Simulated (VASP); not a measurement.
TiPt3, 4 atoms in the cell. The structure is cubic, space group Pm-3m (No. 221). The conventional cell has a = 3.897 Å, b = 3.897 Å, c = 3.897 Å, α = 90.00°, β = 90.00°, γ = 90.00°. Within 3.6 Å of Pt (site symmetry 4/mmm) lie 8 Pt at 2.76 Å and 4 Ti at 2.76 Å. Within 3.6 Å of Ti (site symmetry m-3m) lie 12 Pt at 2.76 Å. 

```yaml
Program: VASP 6.6.1
Task: band structure
Functional: PBE
Potentials_or_basis: VASP PAW PBE potentials, release 64 (Pt, Ti_sv)
Cutoff: 550 eV
k_mesh: 11 × 11 × 11
Occupations: gaussian, width 0.04 eV
Spin: non-collinear spin, zero start, spin-orbit coupling
Starting_moments: "[[0.0, 0.0, 0.0], [0.0, 0.0, 0.0], [0.0, 0.0, 0.0], [0.0, 0.0, 0.0]] μB"
Tolerance_level: standard
Purpose: bands
Route: KPOINTS_OPT
Further_INCAR_settings: ALGO = Normal; EDIFF = 1e-07; NBANDS = 70
```

Potentials or basis: VASP PAW PBE potentials, release 64 (Pt, Ti_sv).

Run with:

```bash
$ cat potpaw_PBE.64/Pt/POTCAR potpaw_PBE.64/Ti_sv/POTCAR > POTCAR
$ mpirun -np 4 vasp_ncl > vasp.out
```

Hardware: 4 MPI ranks on AMD EPYC 7R43 64-Core Processor (Zen 3), on a shared host.

Task: Estimate the wall time of this run.

Result: Wall time 4 min on 4 MPI ranks on AMD EPYC 7R43 64-Core Processor (Zen 3) (shared host), peak memory 0.71 GiB a rank. Counts: k points 56.
